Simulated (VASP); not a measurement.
HfB2, 3 atoms in the cell. The structure is hexagonal, space group P6/mmm (No. 191). Conventional cell: a = 3.140 Å, b = 3.140 Å, c = 3.480 Å, α = 90.00°, β = 90.00°, γ = 120.00°. Within 3.3 Å of Hf (site symmetry 6/mmm) lie 12 B at 2.51 Å and 6 Hf at 3.14 Å. B (site symmetry -6m2) has 3 B at 1.81 Å within 2.4 Å. 

| Item | Value |
| --- | --- |
| Program | VASP 6.6.1 |
| Task | single point |
| Functional | PBEsol |
| Potentials or basis | VASP PAW PBE potentials, release 64 (Hf_pv, B) |
| Cutoff | 520 eV |
| k mesh | 11 × 11 × 8 |
| Occupations | fermi-dirac, width 0.05 eV |
| Spin | no spin polarisation |
| Dipole correction | no |
| Further INCAR settings | ALGO = Normal; EDIFF = 1e-06; NBANDS = 15 |

Potentials or basis: VASP PAW PBE potentials, release 64 (Hf_pv, B).

The run is started by

```console
$ cat potpaw_PBE.64/Hf_pv/POTCAR potpaw_PBE.64/B/POTCAR > POTCAR
$ mpirun -np 1 vasp_std > vasp.out
```

Hardware: 1 thread of AMD EPYC 9R45 96-Core Processor (Zen 5), with other jobs on the host.

Question: How long does it take, and how much memory?

Answer: Run time: 16 s on 1 thread of AMD EPYC 9R45 96-Core Processor (Zen 5), on a shared host, peak memory 0.14 GiB. Counts: scf iterations 13, k points 80.
